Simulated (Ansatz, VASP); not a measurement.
**CdS in VASP and in Ansatz**

File INCAR:

```
PREC     = Accurate       # precision mode
ENCUT    = 520            # plane-wave cutoff, eV
EDIFF    = 1E-7           # SCF threshold, eV
ISMEAR   = -1             # smearing method
SIGMA    = 0.02           # smearing width, eV
LREAL    = F              # projectors in reciprocal space
LASPH    = T              # aspherical terms in the spheres
NELM     = 80             # most SCF steps
ALGO     = Normal         # electronic algorithm
ISIF     = 2              # what is computed and relaxed
LWAVE    = F              # write WAVECAR
LCHARG   = F              # write CHGCAR
GGA      = CA             # functional
NBANDS   = 26             # bands
```

The input KPOINTS:

```
regular mesh
0
Gamma
  8 8 4
```

POSCAR

```
CdS
1.0
    4.0521032193      0.0000000000      0.0000000000
   -2.0260516097      3.5092243267      0.0000000000
    0.0000000000      0.0000000000      6.7490000000
Cd S
2 2
Direct
    0.3333333333      0.6666666667      0.0000000000
    0.6666666667      0.3333333333      0.5000000000
    0.3333333333      0.6666666667      0.3850000000
    0.6666666667      0.3333333333      0.8850000000
```

Input for Ansatz:

```yaml
crystal:
  lattice:
    - [4.0521032193, 0.0, 0.0]
    - [-2.0260516097, 3.5092243267, 0.0]
    - [0.0, 0.0, 6.749]
  atoms:
    - { symbol: Cd, position: [0.3333333333, 0.6666666667, 0.0] }
    - { symbol: Cd, position: [0.6666666667, 0.3333333333, 0.5] }
    - { symbol: S, position: [0.3333333333, 0.6666666667, 0.385] }
    - { symbol: S, position: [0.6666666667, 0.3333333333, 0.885] }
kpoints:
  mp_grid: { grid: [8, 8, 4] }
  band_path:
    path:
      - [0.0, 0.0, 0.0]
      - [0.5, 0.0, 0.0]
      - [0.3333333333, 0.3333333333, 0.0]
      - [0.0, 0.0, 0.0]
      - [0.0, 0.0, 0.5]
      - [0.5, 0.0, 0.5]
      - [0.3333333333, 0.3333333333, 0.5]
      - [0.0, 0.0, 0.5]
      - [0.5, 0.0, 0.5]
    npoints: 5
scf:
  occupations: { method: fermi_dirac, width: 0.02 }
hamiltonian:
  xc: lda
  pseudopotentials: { kind: all_electron, lapw: { basis_error: 0.001 } }
output:
  forces: true
  stress: true
  eigenvalues: true
```

Change from the starting cell: equal xx and yy strain of -2 %.

Alike in both runs: task single point; functional LDA; k mesh 8 × 8 × 4; occupations fermi-dirac, width 0.02 eV; no spin polarisation.

|  | VASP | Ansatz |
| --- | --- | --- |
| version | VASP 6.6.1 | Ansatz 0.2.0 |
| potentials or method | VASP PAW LDA potentials, release 64 (Cd, S), cutoff 520 eV | all-electron LAPW, scalar-relativistic |

Ansatz gave:

```
gap on the k mesh at the Fermi level (eV)                     : 1.01
pressure (GPa)                                                : 0.0
traceless stress, the component that is largest in VASP (GPa) : -2.93
rms of the force components (eV/Å)                            : 0.230
```

Problem. Estimate VASP's values.

Solution. gap on the k mesh at the Fermi level (eV): 1.04; pressure (GPa): 0.5; traceless stress, the component that is largest in VASP (GPa): -3.06; rms of the force components (eV/Å): 0.242.

LDA's correlation is that of Perdew and Zunger in VASP and of Perdew and Wang (1992) in Ansatz. Atom by atom the forces differ by 0.011 eV/Å (rms over components). Ansatz ran all-electron here, and VASP with PAW potentials.
